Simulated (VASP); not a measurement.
# Ge2N (P4_2/nmc) in VASP: a series of runs

Runs on Ge2N. Level: PBE. Tasks: single point, relaxation of cell and atoms.

All numbers are computed with VASP 6.6.1; they aren't measurements. Logs are shortened: lines on timing, memory, paths and dates and some standing lists are left out, and cuts for length are marked.

### 1 The cell of the first run

The structure is tetragonal, space group P4_2/nmc (No. 137). Conventional cell: a = 5.424 Å, b = 5.424 Å, c = 5.299 Å, α = 90.00°, β = 90.00°, γ = 90.00°. Ge (site symmetry 2mm) has 2 Ge at 2.65 Å and 4 N at 2.75 to 3.50 Å within 3.5 Å. N (site symmetry -4m2) has 8 Ge at 2.75 to 3.50 Å within 3.6 Å.

### 2 Single point, PBE

INCAR reads:

```
PREC     = Accurate       # precision mode
ENCUT    = 520            # plane-wave cutoff, eV
EDIFF    = 1E-7           # SCF threshold, eV
ISMEAR   = 0              # smearing method
SIGMA    = 0.1            # smearing width, eV
LREAL    = False          # projectors in reciprocal space
LASPH    = True           # aspherical terms in the spheres
NELM     = 80             # most SCF steps
ALGO     = Normal         # electronic algorithm
ISIF     = 2              # what is computed and relaxed
LWAVE    = False          # write WAVECAR
LCHARG   = False          # write CHGCAR
GGA      = PE             # functional
NBANDS   = 42             # bands
```

KPOINTS reads:

```
regular mesh
0
Gamma
  4 4 4
```

POSCAR reads:

```
Ge2N
1.0
    5.4238986600      0.0000000000      0.0000000000
    0.0000000000      5.4238986600      0.0000000000
    0.0000000000      0.0000000000      5.2993956700
Ge N
4 2
Direct
    0.5000000000      0.0000000000      0.4171466300
    0.5000000000      0.0000000000      0.9171466300
    0.0000000000      0.5000000000      0.0828533700
    0.0000000000      0.5000000000      0.5828533700
    0.0000000000      0.0000000000      0.0000000000
    0.5000000000      0.5000000000      0.5000000000
```

Potentials or basis: VASP PAW PBE potentials, release 64 (Ge_d, N).

Command:

```
$ cat potpaw_PBE.64/Ge_d/POTCAR potpaw_PBE.64/N/POTCAR > POTCAR
$ mpirun -np 1 vasp_std > vasp.out
```

OUTCAR:

```text
PREC = Accurate
   ENCUT = 520
   EDIFF = 1E-7
   ISMEAR = 0
   LREAL = False
   LASPH = True
   NELM = 80
   ISIF = 2
   GGA = PE

 ion  position               nearest neighbor table
   1  0.500  0.000  0.417-   2 2.65   2 2.65
   2  0.500  0.000  0.917-   1 2.65   1 2.65
   3  0.000  0.500  0.083-   4 2.65   4 2.65
   4  0.000  0.500  0.583-   3 2.65   3 2.65
   5  0.000  0.000  0.000-
   6  0.500  0.500  0.500-

  LATTYP: Found a simple tetragonal cell.
 ALAT       =     5.4238986600
 C/A-ratio  =     0.9770454800

  Lattice vectors:

 A1 = (   5.4238986600,   0.0000000000,   0.0000000000)
 A2 = (   0.0000000000,   5.4238986600,   0.0000000000)
 A3 = (   0.0000000000,   0.0000000000,   5.2993956700)

Analysis of symmetry for initial positions (statically):
=====================================================================
 Subroutine PRICEL returns:
 Original cell was already a primitive cell.

 Routine SETGRP: Setting up the symmetry group for a
 simple tetragonal supercell.

 Subroutine GETGRP returns: Found 16 space group operations
 (whereof  8 operations were pure point group operations)
 out of a pool of 16 trial point group operations.

The static configuration has the point symmetry D_2d.
 The point group associated with its full space group is D_4h.

Analysis of symmetry for dynamics (positions and initial velocities):
=====================================================================
 Subroutine PRICEL returns:
 Original cell was already a primitive cell.

 Routine SETGRP: Setting up the symmetry group for a
 simple tetragonal supercell.

 Subroutine GETGRP returns: Found 16 space group operations
 (whereof  8 operations were pure point group operations)
 out of a pool of 16 trial point group operations.

The dynamic configuration has the point symmetry D_2d.
 The point group associated with its full space group is D_4h.

 Subroutine INISYM returns: Found 16 space group operations
 (whereof  8 operations are pure point group operations),
 and found     1 'primitive' translations

----------------------------------------------------------------------------------------

                                     Primitive cell

  volume of cell :     155.9012

  direct lattice vectors                    reciprocal lattice vectors
     5.423898660  0.000000000  0.000000000     0.184369226  0.000000000  0.000000000
     0.000000000  5.423898660  0.000000000     0.000000000  0.184369226  0.000000000
     0.000000000  0.000000000  5.299395670     0.000000000  0.000000000  0.188700762

  length of vectors
     5.423898660  5.423898660  5.299395670     0.184369226  0.184369226  0.188700762

  position of ions in fractional coordinates (direct lattice)
     0.500000000  0.000000000  0.417146630
     0.500000000  0.000000000  0.917146630
     0.000000000  0.500000000  0.082853370
     0.000000000  0.500000000  0.582853370
     0.000000000  0.000000000  0.000000000
     0.500000000  0.500000000  0.500000000

  ion indices of the primitive-cell ions
   primitive index   ion index
                 1           1
                 2           2
                 3           3
                 4           4
                 5           5
                 6           6

----------------------------------------------------------------------------------------

 KPOINTS: regular mesh

Automatic generation of k-mesh.
 Grid dimensions read from file:
 generate k-points for:    4    4    4

 Generating k-lattice:

  Cartesian coordinates                     Fractional coordinates (reciprocal lattice)
     0.046092307  0.000000000  0.000000000     0.250000000  0.000000000  0.000000000
     0.000000000  0.046092307  0.000000000     0.000000000  0.250000000  0.000000000
     0.000000000  0.000000000  0.047175190     0.000000000  0.000000000  0.250000000

  Length of vectors
     0.046092307  0.046092307  0.047175190

  Shift w.r.t. Gamma in fractional coordinates (k-lattice)
     0.000000000  0.000000000  0.000000000

 Subroutine IBZKPT returns following result:
 ===========================================

 Found     18 irreducible k-points:

 Following reciprocal coordinates:
            Coordinates               Weight
  0.000000  0.000000  0.000000      1.000000
  0.250000  0.000000  0.000000      4.000000
  0.500000  0.000000  0.000000      2.000000
  0.250000  0.250000  0.000000      4.000000
  0.500000  0.250000  0.000000      4.000000
  0.500000  0.500000  0.000000      1.000000
[... 10 lines left out ...]
  0.500000  0.250000  0.500000      4.000000
  0.500000  0.500000  0.500000      1.000000
   k-points           NKPTS =     18   k-points in BZ     NKDIM =     18   number of bands    NBANDS=     42
   number of dos      NEDOS =    301   number of ions     NIONS =      6
   total plane-waves  NPLWV =  64000
   dimension x,y,z NGX =    40 NGY =   40 NGZ =   40
   dimension x,y,z NGXF=    80 NGYF=   80 NGZF=   80
   ions per type =               4   2
   NGX,Y,Z   is equivalent  to a cutoff of  12.26, 12.26, 12.55 a.u.
   NGXF,Y,Z  is equivalent  to a cutoff of  24.52, 24.52, 25.10 a.u.
 SYSTEM =  unknown system
   PREC   = accura    normal or accurate (medium, high low for compatibility)
   ISTART =      0    job   : 0-new  1-cont  2-samecut
   ICHARG =      2    charge: 1-file 2-atom 10-const
   ISPIN  =      1    spin polarized calculation?
   LNONCOLLINEAR =      F non collinear calculations
   LSORBIT =      F    spin-orbit coupling
   LASPH  =      T    aspherical Exc in radial PAW
   ENCUT  =  520.0 eV  38.22 Ry    6.18 a.u.  10.08 10.08  9.85*2*pi/ulx,y,z
   NELM   =     80;   NELMIN=  2; NELMDL= -5     # of ELM steps
   EDIFF  = 0.1E-06   stopping-criterion for ELM
   LREAL  =      F    real-space projection
   EDIFFG = 0.1E-05   stopping-criterion for IOM
   NSW    =      0    number of steps for IOM
   IBRION =     -1    ionic relax: 0-MD 1-quasi-New 2-CG
   NFREE  =      0    steps in history (QN), initial steepest desc. (CG)
   ISIF   =      2    stress and relaxation
   ISYM   =      2    0-nonsym 1-usesym 2-fastsym
   POTIM  = 0.5000    time-step for ionic-motion
   TEBEG  =    0.0;   TEEND  =   0.0 temperature during run
   PSTRESS=    0.0 pullay stress
   NELECT =      66.0000    total number of electrons
   NUPDOWN=      -1.0000    fix difference up-down
   EMIN   =  10.00;   EMAX   =-10.00  energy-range for DOS
   EFERMI =   0.00;   METHOD = LEGACY
   ISMEAR =     0;   SIGMA  =   0.10  broadening in eV -4-tet -1-fermi 0-gaus
   EFERMI_NEDOS =   21; number of points for ismear=-14 and -15
   IALGO  =     38    algorithm
   IMIX   =      4    mixing-type and parameters
     AMIX     =   0.40;   BMIX     =  1.00
     AMIX_MAG =   1.60;   BMIX_MAG =  1.00
  volume/ion in A,a.u.               =      25.98       175.35
  Fermi-wavevector in a.u.,A,eV,Ry     =   1.229248  2.322943 20.559105  1.511052
  Thomas-Fermi vector in A             =   2.364143
   LORBIT       =      0    0 simple, 1 ext, 2 COOP (PROOUT), +10 PAW based schemes
   GGA     = PE    functional components
   LHFCALC =     F    Hartree Fock is set to
   AEXX    =    0.0000 exact exchange contribution
   IVDW    =     0    specifies the selected vdW correction
   LEPSILON=     F    determine dielectric tensor
   LRPA    =     F    only Hartree local field effects (RPA)
 non-spin polarized calculation
 Gauss-broadening in eV      SIGMA  =   0.10
  energy-cutoff  :      520.00
  volume of cell :      155.90
 maximum number of plane-waves:      4218
   NGX = 21   NGY = 21   NGZ = 19

 number of electron      65.9999951 magnetization

 Free energy of the ion-electron system (eV)
  ---------------------------------------------------
  ext. energy  EPLUGINS =         0.00000000
  ---------------------------------------------------
  free energy    TOTEN  =       -23.67017841 eV

  energy without entropy =      -23.65181911  energy(sigma->0) =      -23.66099876

 E-fermi :   1.6752     XC(G=0):  -8.6914

 val. band max:        1.6654499984   @ k =   0.5000   0.2500   0.0000
 cond. band min:       1.7090699780   @ k =   0.2500   0.2500   0.0000
 fundamental gap:      0.0436199797
 Fermi energy:         1.6752267736

 k-point     1 :       0.0000    0.0000    0.0000
  band No.  band energies     occupation
      1     -23.3638      2.00000
      2     -23.3627      2.00000
      3     -23.3232      2.00000
      4     -23.3215      2.00000
      5     -23.3190      2.00000
      6     -23.3128      2.00000
[... 34 lines left out ...]
     41       6.3719      0.00000
     42       6.3719      0.00000

 k-point     2 :       0.2500    0.0000    0.0000
  band No.  band energies     occupation
      1     -23.3636      2.00000
      2     -23.3629      2.00000
      3     -23.3225      2.00000
      4     -23.3203      2.00000
      5     -23.3196      2.00000
      6     -23.3141      2.00000
[... 34 lines left out ...]
     41       5.8225      0.00000
     42       6.3027      0.00000

 k-point     3 :       0.5000    0.0000    0.0000
  band No.  band energies     occupation
      1     -23.3632      2.00000
      2     -23.3632      2.00000
      3     -23.3210      2.00000
      4     -23.3210      2.00000
      5     -23.3172      2.00000
      6     -23.3172      2.00000
[... 34 lines left out ...]
     41       6.1130      0.00000
     42       6.1130      0.00000

 k-point     4 :       0.2500    0.2500    0.0000
  band No.  band energies     occupation
      1     -23.3635      2.00000
      2     -23.3630      2.00000
      3     -23.3220      2.00000
      4     -23.3199      2.00000
      5     -23.3194      2.00000
      6     -23.3150      2.00000
[... 574 lines left out ...]
     41       4.7796      0.00000
     42       4.7796      0.00000

 k-point    17 :       0.5000    0.2500    0.5000
  band No.  band energies     occupation
      1     -23.3234      2.00000
      2     -23.3234      2.00000
      3     -23.3234      2.00000
      4     -23.3234      2.00000
      5     -23.3124      2.00000
      6     -23.3124      2.00000
[... 34 lines left out ...]
     41       4.8582      0.00000
     42       4.8582      0.00000

 k-point    18 :       0.5000    0.5000    0.5000
  band No.  band energies     occupation
      1     -23.3233      2.00000
      2     -23.3233      2.00000
      3     -23.3233      2.00000
      4     -23.3233      2.00000
      5     -23.3124      2.00000
      6     -23.3124      2.00000
[... 34 lines left out ...]
     41       4.7935      0.00000
     42       4.7935      0.00000

------------------------ aborting loop because EDIFF is reached ----------------------------------------

  FORCE on cell =-STRESS in cart. coord.  units (eV):
  Direction    XX          YY          ZZ          XY          YZ          ZX
  --------------------------------------------------------------------------------------
  -------------------------------------------------------------------------------------
  Total      -15.5937866    -15.5937866     -1.7520889      0.0000000      0.0000000      0.0000000
  in kB     -160.2554063   -160.2554063    -18.0059998      0.0000000      0.0000000      0.0000000
  external PRESSURE =    -112.8389375 kB  Pullay stress =       0.0000000 kB

 VOLUME and BASIS-vectors are now :
 -----------------------------------------------------------------------------
  energy-cutoff  :      520.00
  volume of cell :      155.90
      direct lattice vectors                 reciprocal lattice vectors
     5.423898660  0.000000000  0.000000000     0.184369226  0.000000000  0.000000000
     0.000000000  5.423898660  0.000000000     0.000000000  0.184369226  0.000000000
     0.000000000  0.000000000  5.299395670     0.000000000  0.000000000  0.188700762

 POSITION                                       TOTAL-FORCE (eV/Angst)
 -----------------------------------------------------------------------------------
      2.71195      0.00000      2.21063         0.000000      0.000000      0.088482
      2.71195      0.00000      4.86032        -0.000000      0.000000      0.088482
      0.00000      2.71195      0.43907        -0.000000      0.000000     -0.088482
      0.00000      2.71195      3.08877         0.000000      0.000000     -0.088482
      0.00000      0.00000      0.00000         0.000000      0.000000      0.000000
      2.71195      2.71195      2.64970         0.000000     -0.000000      0.000000
 -----------------------------------------------------------------------------------
    total drift:                               -0.000000      0.000000     -0.000000

  FREE ENERGIE OF THE ION-ELECTRON SYSTEM (eV)
  ---------------------------------------------------
  free  energy   TOTEN  =       -23.6701784138 eV

  energy  without entropy=      -23.6518191082  energy(sigma->0) =      -23.66099876
```

Wall time 84 s (1 thread of Intel Xeon 6975P-C (Granite Rapids), shared host); peak memory 0.29 GiB.

Results:

```yaml
Free_energy: -23.6702 eV
Pressure: -11.3 GPa
Largest_force: 0.088 eV/Å
Band_gap_on_the_k_mesh: zero (band 33 reaches 2.58 eV, above the bottom of band 34 at 1.09 eV)
```

Forces in eV/Å, atoms in the order of the input:
```
Ge   0.000  0.000  0.088
Ge   0.000  0.000  0.088
Ge   0.000  0.000 -0.088
Ge   0.000  0.000 -0.088
N    0.000  0.000  0.000
N    0.000  0.000  0.000
```

### 3 Relaxation of cell and atoms, PBE

INCAR reads:

```
SYSTEM = Ge2N
ALGO = Normal
EDIFF = 1E-6
EDIFFG = -0.04
ENCUT = 600
GGA = PE
IBRION = 2
ISIF = 3
ISMEAR = 0
LASPH = .TRUE.
LCHARG = .FALSE.
LREAL = .FALSE.
LWAVE = .FALSE.
NELM = 80
NSW = 90
PREC = Accurate
SIGMA = 0.1
```

KPOINTS reads:

```
k-points
0
G
  4 4 4
  0 0 0
```

POSCAR is that of step 2.

Potentials or basis: VASP PAW PBE potentials, release 64 (Ge_d, N).

Command:

```
$ cat potpaw_PBE.64/Ge_d/POTCAR potpaw_PBE.64/N/POTCAR > POTCAR
$ mpirun -np 1 vasp_std > vasp.out
```

It took 19 min on 1 thread of Intel Xeon 6975P-C (Granite Rapids), shared host; peak memory 0.37 GiB.

It converged, with:

* Free energy: -29.5751 eV
* Relaxed volume: 16.09 Å³/atom
* Relaxed cell: a = 4.201 Å, b = 4.201 Å, c = 5.471 Å, α = 90.00°, β = 90.00°, γ = 90.00°
* Space group after relaxing (to 0.05 Å): P4_2/nmc (No. 137)
* Energy gained by relaxing: 983.7 meV/atom
* Ionic steps: 20
* Pressure after relaxing: 0.0 GPa
* Largest force after relaxing: 0.013 eV/Å
* Band gap on the k mesh: zero (band 33 reaches 7.68 eV, above the bottom of band 34 at 4.63 eV)

Forces on the atoms (eV/Å):
```
Ge   0.000  0.000  0.013
Ge   0.000  0.000  0.013
Ge   0.000  0.000 -0.013
Ge   0.000  0.000 -0.013
N    0.000  0.000  0.000
N    0.000  0.000  0.000
```

The path:
| step | energy change (eV) | largest force (eV/Å) | pressure (GPa) | volume (Å³) |
| --- | --- | --- | --- | --- |
| 1 | 0.0000 | 0.0875 | -11.32 | 155.90 |
| 2 | -3.7776 | 0.2558 | -10.88 | 117.48 |
| 3 | 65.0823 | 22.9044 | 808.87 | 36.36 |
| 4 | -4.2907 | 0.2962 | -10.13 | 112.17 |
| 5 | -1.8395 | 0.5490 | 60.77 | 68.79 |
| 6 | -5.2325 | 0.3395 | -4.52 | 99.98 |
| 7 | -5.5406 | 0.3363 | 4.64 | 89.33 |
| 8 | -5.5435 | 0.3523 | 3.07 | 90.70 |
| 9 | -5.7603 | 0.2012 | 2.25 | 92.88 |
| 10 | -5.7618 | 0.1771 | 2.21 | 93.14 |
| 11 | -5.7868 | 0.2197 | -0.92 | 96.81 |
| 12 | -5.7878 | 0.2152 | -0.41 | 96.21 |
| 13 | -5.7994 | 0.1987 | -0.35 | 96.31 |
| 14 | -5.8294 | 0.1563 | -0.35 | 96.60 |
| 15 | -5.8692 | 0.0837 | -0.48 | 97.18 |
| 16 | -5.8941 | 0.0145 | -1.18 | 98.35 |
| 17 | -5.8521 | 0.0021 | 4.21 | 92.57 |
| 18 | -5.9009 | 0.0108 | 0.17 | 96.75 |
| 19 | -5.8987 | 0.0167 | 0.04 | 96.26 |
| 20 | -5.9024 | 0.0133 | -0.01 | 96.55 |

Final structure:
```cif
data_structure
_symmetry_space_group_name_H-M 'P 1'
_symmetry_Int_Tables_number 1
_cell_length_a 4.2009
_cell_length_b 4.2009
_cell_length_c 5.4712
_cell_angle_alpha 90.000
_cell_angle_beta 90.000
_cell_angle_gamma 90.000
_cell_volume 96.55
loop_
_atom_site_label
_atom_site_type_symbol
_atom_site_fract_x
_atom_site_fract_y
_atom_site_fract_z
_atom_site_occupancy
Ge1 Ge 0.50000 0.00000 0.48399 1
Ge2 Ge 0.50000 0.00000 0.98399 1
Ge3 Ge 0.00000 0.50000 0.01601 1
Ge4 Ge 0.00000 0.50000 0.51601 1
N1 N 0.00000 0.00000 0.00000 1
N2 N 0.50000 0.50000 0.50000 1
```

Levels at points of the mesh, in eV from the Fermi level:
```tsv
k point	band 29	band 30	band 31	band 32	band 33	band 34	band 35	band 36
(0.00, 0.00, 0.00)	-5.28	-5.19	-2.81	-1.88	-0.79	1.45	2.42	2.42
(0.50, 0.00, 0.00)	-4.34	-4.34	-0.16	-0.16	0.04	0.04	0.83	0.83
(0.50, 0.50, 0.00)	-2.82	-2.82	-2.53	-2.53	0.51	0.51	1.79	1.79
(0.00, 0.00, 0.50)	-5.66	-5.66	-2.28	-2.28	2.01	2.01	2.14	2.14
(0.50, 0.00, 0.50)	-2.84	-2.84	0.50	0.50	0.54	0.54	0.84	0.84
(0.50, 0.50, 0.50)	-0.95	-0.95	-0.30	-0.30	-0.30	-0.30	3.30	3.30
```

Caveat: the volume moved by over 15 % at a fixed basis, so the end points are rough.

### 4 Single point, PBE

This run uses another cell than the first one, of 15.96 Å³/atom, 0.614 times its volume.

INCAR reads:

```
SYSTEM = Ge2N
PREC = Accurate
ENCUT = 520
EDIFF = 1E-6
ISMEAR = 0
SIGMA = 0.1
LREAL = .FALSE.
LASPH = .TRUE.
NELM = 100
ALGO = Normal
ISIF = 2
LWAVE = .FALSE.
LCHARG = .FALSE.
GGA = PE
NBANDS = 42
```

KPOINTS reads:

```
regular mesh
0
G
  10 10 8
  0 0 0
```

POSCAR reads:

```
Ge2N
1.0
    4.1866576155      0.0000000000      0.0000000000
    0.0000000000      4.1866576155      0.0000000000
    0.0000000000      0.0000000000      5.4636974596
Ge N
4 2
Direct
    0.5000000000      0.0000000000      0.4509091572
    0.5000000000      0.0000000000      0.9509091572
    0.0000000000      0.5000000000      0.0490908428
    0.0000000000      0.5000000000      0.5490908428
    0.0000000000      0.0000000000      0.0000000000
    0.5000000000      0.5000000000      0.5000000000
```

Command:

```
$ cat potpaw_PBE.64/Ge_d/POTCAR potpaw_PBE.64/N/POTCAR > POTCAR
$ mpirun -np 1 vasp_std > vasp.out
```

Run time: 2.5 min. Hardware: 1 thread of Intel Xeon 6975P-C (Granite Rapids), shared host; peak memory 0.41 GiB.

It converged, with:

```
Free energy            : -29.1582 eV
Pressure               : 0.0 GPa
Band gap on the k mesh : zero (band 33 reaches 7.67 eV, above the bottom of band 34 at 4.82 eV)
```

Stress tensor (GPa, compression positive):
```
 0.05  0.00  0.00
 0.00  0.05  0.00
 0.00  0.00 -0.07
```

Levels at points of the mesh, in eV from the Fermi level:
```
           k point  band 30  band 31  band 32  band 33  band 34  band 35  band 36  band 37
(0.00, 0.00, 0.00)    -5.02    -2.49    -1.87    -0.79     1.46     2.43     2.43     2.87
(0.50, 0.00, 0.00)    -4.28    -0.19    -0.19     0.15     0.15     0.99     0.99     2.02
(0.50, 0.50, 0.00)    -2.91    -2.74    -2.74     0.57     0.57     1.93     1.93     4.69
(0.00, 0.00, 0.50)    -5.61    -2.16    -2.16     1.98     1.98     2.03     2.03     2.59
(0.50, 0.00, 0.50)    -2.89     0.53     0.53     0.62     0.62     0.94     0.94     1.95
(0.50, 0.50, 0.50)    -0.89    -0.29    -0.29    -0.29    -0.29     3.13     3.13     3.69
```

### 5 The runs side by side

| task | cell | k mesh | cutoff (eV) | gap on the mesh (eV) | pressure (GPa) | largest force (eV/Å) |
| --- | --- | --- | --- | --- | --- | --- |
| single point | a = 5.424, b = 5.424, c = 5.299 Å, 6 atoms | 4 × 4 × 4 | 520 | none | -11.3 | 0.09 |
| relaxation of cell and atoms | relaxed from a = 5.424, b = 5.424, c = 5.299 Å, 6 atoms | 4 × 4 × 4 | 600 | none | 0.0 | 0.01 |
| single point | a = 4.187, b = 4.187, c = 5.464 Å, 6 atoms | 10 × 10 × 8 | 520 | none | 0.0 | - |

Alike in all rows: level PBE; potentials or basis VASP PAW PBE potentials, release 64 (Ge_d, N); no spin polarisation; smearing gaussian 0.1 eV.

Caveats: the volume moved by over 15 % at a fixed basis, so the end points are rough (some runs).

Absolute energies hang on the potentials; compare differences alone.
